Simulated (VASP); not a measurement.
# Br (Cmce) in VASP: a series of runs

Runs on Br. Level: RPBE. Tasks: single point, relaxation of cell and atoms.

Program: VASP 6.6.1. These are calculated values, not measurements. Logs are shortened: lines on timing, memory, paths and dates and some standing lists are left out, and cuts for length are marked.

## Step 1: The cell of the first run

It takes space group Cmce (No. 64, orthorhombic). The conventional cell has a = 9.660 Å, b = 4.950 Å, c = 9.092 Å, α = 90.00°, β = 90.00°, γ = 90.00°. Br (site symmetry m) has 1 Br at 2.35 Å within 3.1 Å.

## Step 2: Single point, RPBE

Contents of INCAR:

```
SYSTEM = Br
PREC     = Accurate       ! precision mode
ENCUT    = 520            ! plane-wave cutoff, eV
EDIFF    = 1E-6           ! SCF threshold, eV
ISMEAR   = -1             ! smearing method
SIGMA    = 0.05           ! smearing width, eV
LREAL    = .FALSE.        ! projectors in reciprocal space
LASPH    = .TRUE.         ! aspherical terms in the spheres
NELM     = 60             ! most SCF steps
ALGO     = Normal         ! electronic algorithm
ISIF     = 2              ! what is computed and relaxed
LWAVE    = .FALSE.        ! write WAVECAR
LCHARG   = .FALSE.        ! write CHGCAR
GGA      = RP             ! functional
NBANDS   = 22             ! bands
```

Contents of KPOINTS:

```
regular mesh
0
G
  7 7 3
  0 0 0
```

Contents of POSCAR:

```
Br
1.0
    4.8299197628     -2.4751864722      0.0000000000
    4.8299197628      2.4751864722      0.0000000000
    0.0000000000      0.0000000000      9.0921252893
Br
4
Direct
    0.3808746881      0.6191253119      0.3883568160
    0.1191253119      0.8808746881      0.8883568160
    0.6191253119      0.3808746881      0.6116431840
    0.8808746881      0.1191253119      0.1116431840
```

Potentials or basis: VASP PAW PBE potentials, release 64 (Br).

Started as:

```bash
$ cat potpaw_PBE.64/Br/POTCAR > POTCAR
$ mpirun -np 1 vasp_std > vasp.out
```

OUTCAR:

```text
SYSTEM = Br
   PREC = Accurate
   ENCUT = 520
   EDIFF = 1E-6
   ISMEAR = -1
   LREAL = .FALSE.
   LASPH = .TRUE.
   NELM = 60
   ISIF = 2
   GGA = RP

 ion  position               nearest neighbor table
   1  0.381  0.619  0.388-   3 2.35
   2  0.119  0.881  0.888-   4 2.35
   3  0.619  0.381  0.612-   1 2.35
   4  0.881  0.119  0.112-   2 2.35

  LATTYP: Found a base centered orthorhombic cell.
 ALAT       =     4.9503729444
 B/A-ratio  =     1.9513357143
 C/A-ratio  =     1.8366546099

  Lattice vectors:

 A1 = (  -4.8299197628,  -2.4751864722,   0.0000000000)
 A2 = (   4.8299197628,  -2.4751864722,   0.0000000000)
 A3 = (   0.0000000000,   0.0000000000,   9.0921252893)

Analysis of symmetry for initial positions (statically):
=====================================================================
 Subroutine PRICEL returns:
 Original cell was already a primitive cell.

 Routine SETGRP: Setting up the symmetry group for a
 base centered orthorhombic supercell.

 Subroutine GETGRP returns: Found  8 space group operations
 (whereof  4 operations were pure point group operations)
 out of a pool of  8 trial point group operations.

The static configuration has the point symmetry C_2h.
 The point group associated with its full space group is D_2h.

Analysis of symmetry for dynamics (positions and initial velocities):
=====================================================================
 Subroutine PRICEL returns:
 Original cell was already a primitive cell.

 Routine SETGRP: Setting up the symmetry group for a
 base centered orthorhombic supercell.

 Subroutine GETGRP returns: Found  8 space group operations
 (whereof  4 operations were pure point group operations)
 out of a pool of  8 trial point group operations.

The dynamic configuration has the point symmetry C_2h.
 The point group associated with its full space group is D_2h.

 Subroutine INISYM returns: Found  8 space group operations
 (whereof  4 operations are pure point group operations),
 and found     1 'primitive' translations

----------------------------------------------------------------------------------------

                                     Primitive cell

  volume of cell :     217.3918

  direct lattice vectors                    reciprocal lattice vectors
     4.829919763 -2.475186472  0.000000000     0.103521388 -0.202004982  0.000000000
     4.829919763  2.475186472  0.000000000     0.103521388  0.202004982  0.000000000
     0.000000000  0.000000000  9.092125289     0.000000000  0.000000000  0.109985286

  length of vectors
     5.427215952  5.427215952  9.092125289     0.226986103  0.226986103  0.109985286

  position of ions in fractional coordinates (direct lattice)
     0.380874688  0.619125312  0.388356816
     0.119125312  0.880874688  0.888356816
     0.619125312  0.380874688  0.611643184
     0.880874688  0.119125312  0.111643184

  ion indices of the primitive-cell ions
   primitive index   ion index
                 1           1
                 2           2
                 3           3
                 4           4

----------------------------------------------------------------------------------------

 KPOINTS: regular mesh

Automatic generation of k-mesh.
 Grid dimensions read from file:
 generate k-points for:    7    7    3

 Generating k-lattice:

  Cartesian coordinates                     Fractional coordinates (reciprocal lattice)
     0.014788770 -0.028857855  0.000000000     0.142857143 -0.000000000  0.000000000
     0.014788770  0.028857855  0.000000000    -0.000000000  0.142857143  0.000000000
     0.000000000  0.000000000  0.036661762     0.000000000  0.000000000  0.333333333

  Length of vectors
     0.032426586  0.032426586  0.036661762

  Shift w.r.t. Gamma in fractional coordinates (k-lattice)
     0.000000000  0.000000000  0.000000000

 Subroutine IBZKPT returns following result:
 ===========================================

 Found     32 irreducible k-points:

 Following reciprocal coordinates:
            Coordinates               Weight
  0.000000  0.000000  0.000000      1.000000
  0.142857  0.000000  0.000000      4.000000
  0.285714  0.000000  0.000000      4.000000
  0.428571  0.000000  0.000000      4.000000
  0.142857  0.142857  0.000000      2.000000
  0.285714  0.142857  0.000000      4.000000
[... 16 lines left out ...]
  0.428571  0.142857  0.333333      8.000000
 -0.428571  0.142857  0.333333      8.000000
 [... further k-points ...]
   k-points           NKPTS =     32   k-points in BZ     NKDIM =     32   number of bands    NBANDS=     22
   number of dos      NEDOS =    301   number of ions     NIONS =      4
   total plane-waves  NPLWV = 112000
   dimension x,y,z NGX =    40 NGY =   40 NGZ =   70
   dimension x,y,z NGXF=    80 NGYF=   80 NGZF=  140
   ions per type =               4
   NGX,Y,Z   is equivalent  to a cutoff of  12.25, 12.25, 12.80 a.u.
   NGXF,Y,Z  is equivalent  to a cutoff of  24.51, 24.51, 25.60 a.u.
 SYSTEM =  Br
   PREC   = accura    normal or accurate (medium, high low for compatibility)
   ISTART =      0    job   : 0-new  1-cont  2-samecut
   ICHARG =      2    charge: 1-file 2-atom 10-const
   ISPIN  =      1    spin polarized calculation?
   LNONCOLLINEAR =      F non collinear calculations
   LSORBIT =      F    spin-orbit coupling
   LASPH  =      T    aspherical Exc in radial PAW
   ENCUT  =  520.0 eV  38.22 Ry    6.18 a.u.  10.09 10.09 16.91*2*pi/ulx,y,z
   NELM   =     60;   NELMIN=  2; NELMDL= -5     # of ELM steps
   EDIFF  = 0.1E-05   stopping-criterion for ELM
   LREAL  =      F    real-space projection
   EDIFFG = 0.1E-04   stopping-criterion for IOM
   NSW    =      0    number of steps for IOM
   IBRION =     -1    ionic relax: 0-MD 1-quasi-New 2-CG
   NFREE  =      0    steps in history (QN), initial steepest desc. (CG)
   ISIF   =      2    stress and relaxation
   ISYM   =      2    0-nonsym 1-usesym 2-fastsym
   POTIM  = 0.5000    time-step for ionic-motion
   TEBEG  =    0.0;   TEEND  =   0.0 temperature during run
   PSTRESS=    0.0 pullay stress
   NELECT =      28.0000    total number of electrons
   NUPDOWN=      -1.0000    fix difference up-down
   EMIN   =  10.00;   EMAX   =-10.00  energy-range for DOS
   EFERMI =   0.00;   METHOD = LEGACY
   ISMEAR =    -1;   SIGMA  =   0.05  broadening in eV -4-tet -1-fermi 0-gaus
   EFERMI_NEDOS =   21; number of points for ismear=-14 and -15
   IALGO  =     38    algorithm
   IMIX   =      4    mixing-type and parameters
     AMIX     =   0.40;   BMIX     =  1.00
     AMIX_MAG =   1.60;   BMIX_MAG =  1.00
  volume/ion in A,a.u.               =      54.35       366.76
  Fermi-wavevector in a.u.,A,eV,Ry     =   0.826761  1.562351  9.300032  0.683533
  Thomas-Fermi vector in A             =   1.938848
   LORBIT       =      0    0 simple, 1 ext, 2 COOP (PROOUT), +10 PAW based schemes
   GGA     = RP    functional components
   LHFCALC =     F    Hartree Fock is set to
   AEXX    =    0.0000 exact exchange contribution
   IVDW    =     0    specifies the selected vdW correction
   LEPSILON=     F    determine dielectric tensor
   LRPA    =     F    only Hartree local field effects (RPA)
 non-spin polarized calculation
  energy-cutoff  :      520.00
  volume of cell :      217.39
 maximum number of plane-waves:      5875
   NGX = 21   NGY = 21   NGZ = 33

 number of electron      28.0000000 magnetization

 Free energy of the ion-electron system (eV)
  ---------------------------------------------------
  ext. energy  EPLUGINS =         0.00000000
  ---------------------------------------------------
  free energy    TOTEN  =        -5.87394040 eV

  energy without entropy =       -5.87394039  energy(sigma->0) =       -5.87394039

 E-fermi :  -1.9419     XC(G=0):  -5.7083

 val. band max:       -2.8162837464   @ k =   0.4286   0.4286   0.0000
 cond. band min:      -1.0999451001   @ k =   0.0000   0.0000   0.0000
 fundamental gap:      1.7163386463
 Fermi energy:        -1.9419366550

 k-point     1 :       0.0000    0.0000    0.0000
  band No.  band energies     occupation
      1     -18.0938      2.00000
      2     -17.8967      2.00000
      3     -15.6321      2.00000
      4     -15.2440      2.00000
      5      -7.2042      2.00000
      6      -6.5955      2.00000
[... 14 lines left out ...]
     21       6.2598      0.00000
     22       6.5691      0.00000

 k-point     2 :       0.1429    0.0000    0.0000
  band No.  band energies     occupation
      1     -18.0792      2.00000
      2     -17.9012      2.00000
      3     -15.6161      2.00000
      4     -15.2673      2.00000
      5      -7.2005      2.00000
      6      -6.6543      2.00000
[... 14 lines left out ...]
     21       6.1181      0.00000
     22       6.3474      0.00000

 k-point     3 :       0.2857    0.0000    0.0000
  band No.  band energies     occupation
      1     -18.0408      2.00000
      2     -17.9169      2.00000
      3     -15.5701      2.00000
      4     -15.3300      2.00000
      5      -7.1797      2.00000
      6      -6.8076      2.00000
[... 14 lines left out ...]
     21       6.1331      0.00000
     22       6.2773      0.00000

 k-point     4 :       0.4286    0.0000    0.0000
  band No.  band energies     occupation
      1     -17.9918      2.00000
      2     -17.9474      2.00000
      3     -15.4994      2.00000
      4     -15.4141      2.00000
      5      -7.1151      2.00000
      6      -6.9847      2.00000
[... 14 lines left out ...]
     21       6.1755      0.00000
     22       6.6763      0.00000

 k-point     5 :       0.1429    0.1429    0.0000
  band No.  band energies     occupation
      1     -18.0922      2.00000
      2     -17.8958      2.00000
      3     -15.6306      2.00000
      4     -15.2441      2.00000
      5      -7.2014      2.00000
      6      -6.5976      2.00000
[... 417 lines left out ...]
 k-point    22 :       0.2857    0.1429    0.3333
  band No.  band energies     occupation
      1     -18.0359      2.00000
      2     -17.9478      2.00000
      3     -15.5245      2.00000
      4     -15.3519      2.00000
      5      -7.0764      2.00000
      6      -6.8099      2.00000
[... 14 lines left out ...]
     21       6.0773      0.00000
     22       6.4657      0.00000

 k-point    23 :       0.4286    0.1429    0.3333
  band No.  band energies     occupation
      1     -18.0093      2.00000
      2     -17.9482      2.00000
      3     -15.5071      2.00000
      4     -15.3890      2.00000
      5      -7.0706      2.00000
      6      -6.8814      2.00000
[... 14 lines left out ...]
     21       6.1037      0.00000
     22       6.3308      0.00000

 k-point    24 :      -0.4286    0.1429    0.3333
  band No.  band energies     occupation
      1     -17.9798      2.00000
      2     -17.9584      2.00000
      3     -15.4771      2.00000
      4     -15.4361      2.00000
      5      -7.0341      2.00000
      6      -6.9679      2.00000
[... 14 lines left out ...]
     21       6.2154      0.00000
     22       6.6559      0.00000

 [... further k-points ...]
[... 5 lines left out ...]
  --------------------------------------------------------------------------------------
  -------------------------------------------------------------------------------------
  Total        0.0012832     -0.0062994      0.0612101      0.0000000     -0.0000000      0.0000000
  in kB        0.0094574     -0.0464265      0.4511184      0.0000000     -0.0000000      0.0000000
  external PRESSURE =       0.1380498 kB  Pullay stress =       0.0000000 kB

 VOLUME and BASIS-vectors are now :
 -----------------------------------------------------------------------------
  energy-cutoff  :      520.00
  volume of cell :      217.39
      direct lattice vectors                 reciprocal lattice vectors
     4.829919763 -2.475186472  0.000000000     0.103521388 -0.202004982  0.000000000
     4.829919763  2.475186472  0.000000000     0.103521388  0.202004982  0.000000000
     0.000000000  0.000000000  9.092125289     0.000000000  0.000000000  0.109985286

 POSITION                                       TOTAL-FORCE (eV/Angst)
 -----------------------------------------------------------------------------------
      4.82992      0.58971      3.53099         0.000000      0.000304     -0.005252
      4.82992      1.88547      8.07705         0.000000     -0.000304     -0.005252
      4.82992     -0.58971      5.56114         0.000000     -0.000304      0.005252
      4.82992     -1.88547      1.01507         0.000000      0.000304      0.005252
 -----------------------------------------------------------------------------------
    total drift:                               -0.000000      0.000000     -0.000000

  FREE ENERGIE OF THE ION-ELECTRON SYSTEM (eV)
  ---------------------------------------------------
  free  energy   TOTEN  =        -5.8739404013 eV

  energy  without entropy=       -5.8739403858  energy(sigma->0) =       -5.87394039
```

Wall time 74 s (1 thread of Intel Xeon 6975P-C (Granite Rapids), shared host); peak memory 0.34 GiB.

What came out:

* Free energy: -5.8739 eV
* Pressure: 0.0 GPa
* Largest force: 0.005 eV/Å
* Band gap on the k mesh: 1.72 eV (least direct gap 1.72 eV)

Forces in eV/Å, atoms in the order of the input:
```
Br   0.000  0.000 -0.005
Br   0.000  0.000 -0.005
Br   0.000  0.000  0.005
Br   0.000  0.000  0.005
```

Caveat: this functional lacks dispersion, which holds the molecules together, so the pressure and a relaxed volume are unreliable; the PAW data sets were made with another functional, which shifts forces and pressure a little. A k mesh can miss the band edges.

## Step 3: Relaxation of cell and atoms, RPBE

This run uses another cell than the first one, of 33.99 Å³/atom.

Contents of INCAR:

```
ALGO = Normal ; EDIFF = 1E-6
EDIFFG = -0.01 ; ENCUT = 600
GGA = RP ; IBRION = 2
ISIF = 3 ; ISMEAR = -1
LASPH = True ; LCHARG = False
LREAL = False ; LWAVE = False
NELM = 80 ; NSW = 60
PREC = Accurate ; SIGMA = 0.05
```

Contents of KPOINTS:

```
k-points
0
Gamma
  7 7 3
```

Contents of POSCAR:

```
Br
1.0
    3.3632500000     -2.3225500000      0.0000000000
    3.3632500000      2.3225500000      0.0000000000
    0.0000000000      0.0000000000      8.7023000000
Br
4
Direct
    0.3651000000      0.6349000000      0.3901000000
    0.1349000000      0.8651000000      0.8901000000
    0.6349000000      0.3651000000      0.6099000000
    0.8651000000      0.1349000000      0.1099000000
```

Potentials or basis: VASP PAW PBE potentials, release 64 (Br).

Started as:

```bash
$ cat potpaw_PBE.64/Br/POTCAR > POTCAR
$ mpirun -np 1 vasp_std > vasp.out
```

Run time: 10 min. Hardware: 1 thread of Intel Xeon 6975P-C (Granite Rapids), shared host; peak memory 0.33 GiB.

It converged, with:

- Free energy: -5.8669 eV
- Relaxed volume: 54.33 Å³/atom
- Relaxed cell: a = 5.391 Å, b = 5.391 Å, c = 9.181 Å, α = 90.00°, β = 90.00°, γ = 54.54°
- Space group after relaxing (to 0.1 Å): Cmce (No. 64)
- Energy gained by relaxing: 101.5 meV/atom
- Ionic steps: 21
- Pressure after relaxing: 0.0 GPa
- Largest force after relaxing: 0.003 eV/Å
- Band gap on the k mesh: 1.69 eV

Forces on the atoms (eV/Å):
```
Br   0.000  0.003  0.001
Br   0.000 -0.003  0.001
Br   0.000 -0.003 -0.001
Br   0.000  0.003 -0.001
```

The path:
| step | energy change (eV) | largest force (eV/Å) | pressure (GPa) | volume (Å³) |
| --- | --- | --- | --- | --- |
| 1 | 0.0000 | 0.8572 | 3.47 | 135.95 |
| 2 | -0.0384 | 0.9306 | -1.01 | 150.94 |
| 3 | -0.1154 | 0.2926 | 0.70 | 143.61 |
| 4 | -0.1756 | 0.2602 | 0.54 | 148.83 |
| 5 | -0.2997 | 0.1563 | 0.28 | 164.93 |
| 6 | -0.3918 | 0.1251 | 0.25 | 199.15 |
| 7 | -0.3950 | 0.1869 | 0.28 | 206.20 |
| 8 | -0.3349 | 0.7571 | -1.04 | 221.42 |
| 9 | -0.3988 | 0.0349 | -0.02 | 209.01 |
| 10 | -0.3988 | 0.0281 | -0.01 | 208.89 |
| 11 | -0.3988 | 0.0251 | 0.00 | 208.84 |
| 12 | -0.3998 | 0.0242 | -0.01 | 210.01 |
| 13 | -0.4021 | 0.0230 | -0.03 | 213.51 |
| 14 | -0.4043 | 0.0330 | -0.07 | 220.49 |
| 15 | -0.4005 | 0.2328 | 0.27 | 219.75 |
| 16 | -0.4045 | 0.0184 | -0.01 | 220.35 |
| 17 | -0.4047 | 0.0193 | -0.01 | 220.05 |
| 18 | -0.4053 | 0.0209 | 0.00 | 219.14 |
| 19 | -0.4059 | 0.0224 | 0.02 | 217.29 |
| 20 | -0.4037 | 0.1499 | -0.22 | 217.69 |
| 21 | -0.4060 | 0.0033 | -0.01 | 217.34 |

Final structure:
```yaml
crystal:
  lattice:
    - [4.79163, -2.47013, 0.00000]
    - [4.79163, 2.47013, 0.00000]
    - [0.00000, 0.00000, 9.18123]
  atoms:
    - { symbol: Br, position: [0.38453, 0.61547, 0.38830] }
    - { symbol: Br, position: [0.11547, 0.88453, 0.88830] }
    - { symbol: Br, position: [0.61547, 0.38453, 0.61170] }
    - { symbol: Br, position: [0.88453, 0.11547, 0.11170] }
```

Levels at points of the mesh, in eV from the valence-band top:
| k point | band 12 | band 13 | band 14 | band 15 | band 16 | band 17 |
| --- | --- | --- | --- | --- | --- | --- |
| (0.00, 0.00, 0.00) | -0.37 | -0.10 | 0.00 | 1.69 | 2.32 | 5.39 |

Caveat: the volume moved by over 15 % at a fixed basis, so the end points are rough; this functional lacks dispersion, which holds the molecules together, so the pressure and a relaxed volume are unreliable; the PAW data sets were made with another functional, which shifts forces and pressure a little. Zero-point motion and thermal expansion aren't in these numbers.
